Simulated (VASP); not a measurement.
Set up this calculation in VASP 6.6.1, as the native input.

```
Task                   : relaxation of cell and atoms
Functional             : RPBE
Potentials or basis    : VASP PAW PBE potentials, release 64 (Si, C)
Cutoff                 : 600 eV
k mesh                 : 8 × 8 × 8
Occupations            : gaussian, width 0.01 eV
Spin                   : no spin polarisation
Dipole correction      : no
Further INCAR settings : ALGO = Normal; EDIFF = 1e-06; IBRION = 2; EDIFFG = -0.01; NSW = 80; ISIF = 3
```

The structure of SiC (Moissanite 3C) lies in POSCAR:

```
SiC
1.0
    0.0000000000      2.1790000000      2.1790000000
    2.1790000000      0.0000000000      2.1790000000
    2.1790000000      2.1790000000      0.0000000000
Si C
1 1
Direct
    0.0000000000      0.0000000000      0.0000000000
    0.2500000000      0.2500000000      0.2500000000
```

One way to write it, as run:

INCAR

```
ALGO     = Normal         # electronic algorithm
EDIFF    = 1E-6           # SCF threshold, eV
EDIFFG   = -0.01          # ionic threshold
ENCUT    = 600            # plane-wave cutoff, eV
GGA      = RP             # functional
IBRION   = 2              # ionic algorithm
ISIF     = 3              # what is computed and relaxed
ISMEAR   = 0              # smearing method
LASPH    = True           # aspherical terms in the spheres
LCHARG   = False          # write CHGCAR
LREAL    = False          # projectors in reciprocal space
LWAVE    = False          # write WAVECAR
NELM     = 80             # most SCF steps
NSW      = 80             # ionic steps
PREC     = Accurate       # precision mode
SIGMA    = 0.01           # smearing width, eV
```

KPOINTS

```
k-points
0
Gamma
  8 8 8
```

Potentials or basis: VASP PAW PBE potentials, release 64 (Si, C).

Run with:

```sh
$ cat potpaw_PBE.64/Si/POTCAR potpaw_PBE.64/C/POTCAR > POTCAR
$ mpirun -np 1 vasp_std > vasp.out
```

It gave:

```json
{
  "Relaxed volume": "10.63 Å³/atom",
  "Relaxed cell": "a = 3.110 Å, b = 3.110 Å, c = 3.110 Å, α = 60.00°, β = 60.00°, γ = 60.00°",
  "Space group after relaxing (to 0.05 Å)": "F-43m (No. 216)",
  "Energy gained by relaxing": "5.1 meV/atom",
  "Ionic steps": "3",
  "Pressure after relaxing": "0.0 GPa",
  "Band gap on the k mesh": "1.39 eV, indirect (least direct gap 4.51 eV)"
}
```

Caveat: the PAW data sets were made with another functional, which shifts forces and pressure a little.

It took 7.4 s on 1 thread of Intel(R) Xeon(R) 6975P-C (Granite Rapids), on a shared host, peak memory 0.15 GiB.
